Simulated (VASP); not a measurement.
# Si4F in VASP: single point with PBE+D3(BJ)

Aim: the single point of Si4F with PBE+D3(BJ).

Everything below comes from runs of VASP 6.6.1. Logs are shortened: lines on timing, memory, paths and dates and some standing lists are left out, and cuts for length are marked.

### Step 1. The cell of the first run

The cell holds a slab with vacuum, 5 atoms: a = 3.833 Å, b = 3.833 Å, c = 20.908 Å, α = 90.00°, β = 90.00°, γ = 120.00°.

### Step 2. Single point, PBE+D3(BJ), collinear spin

INCAR

```
SYSTEM = Si4F
ALGO = Normal ; DIPOL = 0.5 0.5 0.326
EDIFF = 1E-6 ; ENCUT = 520
GGA = PE ; IDIPOL = 3
ISIF = 2 ; ISMEAR = 0
ISPIN = 2 ; IVDW = 12
LASPH = .True. ; LCHARG = .False.
LDIPOL = .True. ; LORBIT = 11
LREAL = .False. ; LWAVE = .False.
MAGMOM = 0 0 0 0 1 ; NBANDS = 24
NELM = 150 ; PREC = Accurate
SIGMA = 0.05
```

KPOINTS

```
k-points
0
Gamma
  9 9 1
  0 0 0
```

POSCAR

```
Si4F
1.0
    3.8333442603      0.0000000000      0.0000000000
   -1.9166721302      3.3197735109      0.0000000000
    0.0000000000      0.0000000000     20.9083834853
Si F
4 1
Direct
    0.3333333333      0.6666666667      0.1913108205
    0.0000000000      0.0000000000      0.2287349533
    0.0000000000      0.0000000000      0.3468742271
    0.6666666667      0.3333333333      0.3782398334
    0.8333333333      1.0000000000      0.4834607846
```

Potentials or basis: VASP PAW PBE potentials, release 64 (Si, F).

On the command line:

```bash
$ cat potpaw_PBE.64/Si/POTCAR potpaw_PBE.64/F/POTCAR > POTCAR
$ mpirun -np 1 vasp_std > vasp.out
```

OUTCAR:

```text
SYSTEM = Si4F
   EDIFF = 1E-6
   ENCUT = 520
   GGA = PE
   ISIF = 2
   ISMEAR = 0
   ISPIN = 2
   IVDW = 12
   LASPH = .True.
   LORBIT = 11
   LREAL = .False.
   NELM = 150
   PREC = Accurate
 IVDW          = 12

 ion  position               nearest neighbor table
   1  0.333  0.667  0.191-   2 2.35   2 2.35   2 2.35
   2  0.000  0.000  0.229-   1 2.35   1 2.35   1 2.35   3 2.47
   3  0.000  0.000  0.347-   4 2.31   4 2.31   4 2.31   2 2.47
   4  0.667  0.333  0.378-   3 2.31   3 2.31   3 2.31
   5  0.833  0.000  0.483-

  LATTYP: Found a hexagonal cell.
 ALAT       =     3.8333442603
 C/A-ratio  =     5.4543453615

  Lattice vectors:

 A1 = (   3.8333442603,   0.0000000000,   0.0000000000)
 A2 = (  -1.9166721302,   3.3197735109,   0.0000000000)
 A3 = (   0.0000000000,   0.0000000000,  20.9083834853)

Analysis of symmetry for initial positions (statically):
=====================================================================
 Subroutine PRICEL returns:
 Original cell was already a primitive cell.

 Routine SETGRP: Setting up the symmetry group for a
 hexagonal supercell.

 Subroutine GETGRP returns: Found  1 space group operations
 (whereof  1 operations were pure point group operations)
 out of a pool of 24 trial point group operations.

The static configuration has the point symmetry C_1 .

Analysis of symmetry for dynamics (positions and initial velocities):
=====================================================================
 Subroutine PRICEL returns:
 Original cell was already a primitive cell.

 Routine SETGRP: Setting up the symmetry group for a
 hexagonal supercell.

 Subroutine GETGRP returns: Found  1 space group operations
 (whereof  1 operations were pure point group operations)
 out of a pool of 24 trial point group operations.

The dynamic configuration has the point symmetry C_1 .

Analysis of structural, dynamic, and magnetic symmetry:
=====================================================================
 Subroutine PRICEL returns:
 Original cell was already a primitive cell.

 Routine SETGRP: Setting up the symmetry group for a
 hexagonal supercell.

 Subroutine GETGRP returns: Found  1 space group operations
 (whereof  1 operations were pure point group operations)
 out of a pool of 24 trial point group operations.

The overall configuration has the point symmetry C_1 .

 Subroutine INISYM returns: Found  1 space group operations
[... 142 lines left out ...]
 dipolmoment           0.000000      0.000000     -0.005805 electrons x Angstroem

 number of electron      22.9999998 magnetization       0.9476444

 dipolmoment           0.000000      0.000000      0.363999 electrons x Angstroem

 Free energy of the ion-electron system (eV)
  ---------------------------------------------------
  ext. energy  EPLUGINS =         0.00000000
  ---------------------------------------------------
  free energy    TOTEN  =       -22.21728711 eV

  energy without entropy =      -22.21526494  energy(sigma->0) =      -22.21627603

 E-fermi :  -3.4255     XC(G=0):  -3.9557

 val. band max:       -3.4284318281   @ k =  -0.4444   0.4444   0.0000
 cond. band min:      -3.4209835215   @ k =   0.4444   0.0000   0.0000
 fundamental gap:      0.0074483066
 Fermi energy:        -3.4254856098

 spin component 1

 k-point     1 :       0.0000    0.0000    0.0000
  band No.  band energies     occupation
      1     -22.9411      1.00000
      2     -14.6889      1.00000
      3     -13.5419      1.00000
      4      -8.3728      1.00000
      5      -5.2977      1.00000
      6      -4.4348      1.00000
[... 613 lines left out ...]
     22       4.4537      0.00000
     23       4.8447      0.00000

 [... further k-points ...]

 spin component 2

 k-point     1 :       0.0000    0.0000    0.0000
  band No.  band energies     occupation
      1     -22.4770      1.00000
      2     -14.5767      1.00000
      3     -13.4122      1.00000
      4      -8.1031      1.00000
      5      -4.7792      1.00000
      6      -4.2571      1.00000
[... 613 lines left out ...]
     22       4.6655      0.00000
     23       5.0858      0.00000

 [... further k-points ...]

 [bands above 23 left out]

------------------------ aborting loop because EDIFF is reached ----------------------------------------

 vacuum level on the upper side and lower side of the slab       (xc-potential included)         2.524        -2.522

 Edisp (eV)   -1.08223

 E8    (eV) :    -0.4607

  FORCE on cell =-STRESS in cart. coord.  units (eV):
  Direction    XX          YY          ZZ          XY          YZ          ZX
  --------------------------------------------------------------------------------------
  -------------------------------------------------------------------------------------
  Total      -0.53703    -0.70912    -6.44348     0.82680     0.76078    -1.11481
  in kB      -3.23370    -4.26997   -38.79933     4.97855     4.58105    -6.71279
  external pressure =      -15.43 kB  Pullay stress =        0.00 kB

 VOLUME and BASIS-vectors are now :
 -----------------------------------------------------------------------------
  energy-cutoff  :      520.00
  volume of cell :      266.08
      direct lattice vectors                 reciprocal lattice vectors
     3.833344260  0.000000000  0.000000000     0.260868822  0.150612684  0.000000000
    -1.916672130  3.319773511  0.000000000     0.000000000  0.301225369  0.000000000
     0.000000000  0.000000000 20.908383485     0.000000000  0.000000000  0.047827705

 POSITION                                       TOTAL-FORCE (eV/Angst)
 -----------------------------------------------------------------------------------
     -0.00000      2.21318      4.00000        -0.004732      0.004801      0.464752
      0.00000      0.00000      4.78248         0.067279     -0.018231     -0.179426
      0.00000      0.00000      7.25258        -0.109334      0.003239      0.393768
      1.91667      1.10659      7.90838         0.499408     -0.319533      1.557824
      3.19445      0.00000     10.10838        -0.452621      0.329724     -2.236917
 -----------------------------------------------------------------------------------
    total drift:                                0.000048      0.000015     -0.000663

  FREE ENERGIE OF THE ION-ELECTRON SYSTEM (eV)
  ---------------------------------------------------
  free  energy   TOTEN  =       -23.2995207778 eV

  energy  without entropy=      -23.2974986097  energy(sigma->0) =      -23.29850969

 vacuum level on the upper side and lower side of the slab         6.661         1.482

 total charge

# of ion       s       p       d       tot
------------------------------------------
    1        0.796   0.852   0.000   1.648
    2        0.765   0.897   0.000   1.663
    3        0.766   0.910   0.000   1.676
    4        0.791   0.799   0.000   1.590
    5        1.750   4.136   0.000   5.886
--------------------------------------------------
tot          4.869   7.594   0.000  12.463

 magnetization (x)

# of ion       s       p       d       tot
------------------------------------------
    1        0.029   0.148   0.000   0.177
    2        0.000   0.007   0.000   0.007
    3        0.005   0.034   0.000   0.039
    4        0.010   0.010   0.000   0.020
    5        0.001   0.234   0.000   0.235
--------------------------------------------------
tot          0.046   0.433   0.000   0.479
```

OSZICAR:

```text
N       E                     dE             d eps       ncg     rms          rms(c)
DAV:   1     0.123238712938E+03    0.12324E+03   -0.77790E+03  3936   0.702E+02
DAV:   2    -0.957568411892E+01   -0.13281E+03   -0.12671E+03  5544   0.147E+02
DAV:   3    -0.242667141488E+02   -0.14691E+02   -0.14461E+02  5016   0.510E+01
[... 25 lines left out ...]
DAV:  29    -0.222172762079E+02   -0.15207E-04   -0.76244E-07  3768   0.361E-03    0.186E-03
DAV:  30    -0.222172819946E+02   -0.57866E-05   -0.35392E-07  3656   0.255E-03    0.163E-03
DAV:  31    -0.222172847832E+02   -0.27886E-05   -0.18694E-07  3696   0.167E-03    0.907E-04
DAV:  32    -0.222172868529E+02   -0.20697E-05   -0.21090E-07  3576   0.143E-03    0.203E-04
DAV:  33    -0.222172871095E+02   -0.25660E-06   -0.43045E-08  3752   0.816E-04
   1 F= -.23299521E+02 E0= -.23298510E+02  d E =-.202217E-02  mag=     0.9477
```

stdout:

```text
POSCAR found type information on POSCAR SiF
 POSCAR found :  2 types and       5 ions
 scaLAPACK will be used
 LDA part: xc-table for (Slater+PW92), standard interpolation
 POSCAR, INCAR and KPOINTS ok, starting setup
 FFT: planning ... GRIDC
 FFT: planning ... GRID_SOFT
 FFT: planning ... GRID
 WAVECAR not read
 entering main loop
```

Run time: 15 min. Hardware: 1 thread of Intel Xeon 6975P-C (Granite Rapids), shared host; peak memory 0.73 GiB.

Results:

```
Free energy                                           : -23.2995 eV
Largest force                                         : 2.306 eV/Å
Net moment                                            : 0.95 μB per cell
Site moments                                          : Si +0.18, +0.01, +0.04, +0.02; F +0.23 μB
Valence electrons inside the program's atomic spheres : Si 1.65, 1.66, 1.68, 1.59; F 5.89
Dispersion energy per atom                            : -0.216 eV
```

Forces in eV/Å, atoms in the order of the input:
```
Si  -0.005  0.005  0.465
Si   0.067 -0.018 -0.179
Si  -0.109  0.003  0.394
Si   0.499 -0.320  1.558
F   -0.453  0.330 -2.237
```

Levels at points of the mesh, in eV from the Fermi level:
Spin up:
| k point | band 10 | band 11 | band 12 | band 13 | band 14 | band 15 |
| --- | --- | --- | --- | --- | --- | --- |
| (0.00, 0.00, 0.00) | -0.43 | -0.18 | -0.11 | 1.81 | 2.68 | 2.98 |
Spin down:
```
           k point  band 7  band 8  band 9  band 10  band 11  band 12  band 13  band 14  band 15  band 16
(0.00, 0.00, 0.00)   -0.76   -0.33   -0.20    -0.11    -0.04     0.19     2.01     2.94     3.19     3.49
```
